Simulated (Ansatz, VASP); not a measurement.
Bi in VASP and in Ansatz

```
Bi
1.0
     2.24638    1.29695    3.83250
    -2.24638    1.29695    3.83250
     0.00000   -2.59390    3.83250
Bi
2
Direct
  0.23731 0.23731 0.23731
  0.76269 0.76269 0.76269
```

Alike in both runs: functional LDA; k mesh 16 × 16 × 16; occupations gaussian, width 0.1 eV; no spin polarisation.

Ansatz relaxed the structure, and its values are those at the end. VASP's run is a single point on that final structure, the one shown.

|  | VASP | Ansatz |
| --- | --- | --- |
| version | VASP 6.6.1 | Ansatz 0.2.0 |
| potentials or method | VASP PAW LDA potentials, release 64 (Bi_d) | scalar-relativistic, plane waves, PAW |
| plane-wave cutoff (eV) | 520 | 420 |
| valence electrons in the cell | 30 | 30 |

```csv
,VASP,Ansatz,Ansatz less VASP
gap on the k mesh at the Fermi level (eV),none,none,-
pressure (GPa),0.1,0.0,-0.09
rms of the force components (eV/Å),0.012,0.000,-0.0118
```

LDA's correlation is that of Perdew and Zunger in VASP and of Perdew and Wang (1992) in Ansatz. A gap of «none» marks a metal or a gap that the smearing closes.

Neither program's run includes spin-orbit coupling.
